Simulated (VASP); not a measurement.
PrScO: relaxation of shape and atoms at fixed volume with PBE

Crystal: PrScO.

```
CELL_PARAMETERS angstrom
3.75554 0.00000 0.00000
0.00000 3.75554 0.00000
0.00000 0.00000 4.26389
ATOMIC_POSITIONS crystal
Pr 0.00000 0.00000 0.50000
Sc 0.50000 0.50000 0.00000
O 0.50000 0.50000 0.50000
```

| Item | Value |
| --- | --- |
| Program | VASP 6.6.1 |
| Task | relaxation of shape and atoms at fixed volume |
| Functional | PBE |
| Potentials or basis | VASP PAW PBE potentials, release 64 (Pr_3, Sc_sv, O), 4f in core |
| Cutoff | 600 eV |
| k mesh | 10 × 10 × 8 |
| Occupations | gaussian, width 0.1 eV |
| Spin | no spin polarisation |
| Dipole correction | no |
| Further INCAR settings | ALGO = Normal; EDIFF = 1e-07; IBRION = 2; EDIFFG = -0.01; NSW = 50; ISIF = 4 |

| Property | Result |
| --- | --- |
| Energy gained by relaxing | 0.0 meV/atom |
| Ionic steps | 2 |
| Pressure after relaxing | -2.3 GPa |
| Band gap on the k mesh | zero (bands 14 and 15 overlap by 1.32 eV) |

The path:
```tsv
step	energy change (eV)	largest force (eV/Å)	pressure (GPa)	volume (Å³)
1	0.0000	0.0000	-2.37	60.14
2	-0.0001	0.0000	-2.30	60.14
```

Final structure:
```
Pr Sc O
1.0
     3.75866    0.00000    0.00000
     0.00000    3.75866    0.00000
     0.00000    0.00000    4.25682
Pr Sc O
1 1 1
Direct
  0.00000 0.00000 0.50000
  0.50000 0.50000 0.00000
  0.50000 0.50000 0.50000
```

Levels at points of the mesh, in eV from the Fermi level:
| k point | band 12 | band 13 | band 14 | band 15 | band 16 | band 17 |
| --- | --- | --- | --- | --- | --- | --- |
| (0.00, 0.00, 0.00) | -4.30 | -3.50 | -1.71 | 1.00 | 1.00 | 1.76 |
| (0.50, 0.00, 0.00) | -4.66 | -1.14 | -0.49 | 1.08 | 1.66 | 1.92 |
| (0.50, 0.50, 0.00) | -4.36 | -1.40 | -0.75 | -0.75 | 2.25 | 2.78 |
| (0.00, 0.00, 0.50) | -4.60 | -1.54 | -0.51 | 0.27 | 1.55 | 2.02 |
| (0.50, 0.00, 0.50) | -5.70 | -1.79 | 0.43 | 1.09 | 1.69 | 2.80 |
| (0.50, 0.50, 0.50) | -4.67 | -0.98 | -0.98 | 0.47 | 2.44 | 2.44 |

It took 2.9 min on 1 thread of Intel(R) Xeon(R) Platinum 8259CL CPU @ 2.50GHz (Skylake/Cascade Lake), with other jobs on the host, peak memory 0.31 GiB.

Caveat: spin-orbit coupling is left out, which moves the levels of the heavy elements; the 4f electrons are frozen in the core, so they carry no moment and show no levels; the run has no spin polarisation, though such a crystal can be magnetic. Spin polarisation is off, so any magnetic state and its effect on volume and gap are missing.
